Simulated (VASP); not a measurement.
Runs of VASP 6.6.1 on Sn. The structure is that of space group P4/mmm (No. 123), or close to it. The cells are those of the table. 

```tsv
task	cell	k mesh	cutoff (eV)	gap on the mesh (eV)	pressure (GPa)
single point	a = 5.721, b = 5.721, c = 2.673 Å, 3 atoms	4 × 4 × 6	520	none	(a)
relaxation of cell and atoms	relaxed from a = 5.721, b = 5.721, c = 2.673 Å, 3 atoms	4 × 4 × 6	600	none	0.0
single point	a = 5.912, b = 5.912, c = 3.050 Å, 3 atoms	4 × 4 × 6	520	none	0.2
single point	a = 6.034, b = 6.034, c = 3.011 Å, 3 atoms	8 × 8 × 16	520	none	0.0
```

Alike in all rows: level PBE; potentials or basis VASP PAW PBE potentials, release 64 (Sn_d); no spin polarisation; smearing gaussian 0.1 eV.

Q: Fill in the values left out.

A: (a) 14.0.

Caveats: some runs use coarse meshes; spin-orbit coupling is left out, which moves the levels of the heavy elements.

A k mesh can miss the band edges, and the runs leave out spin-orbit coupling on Sn.

A gap of «none» marks levels without a gap at the run's occupations.
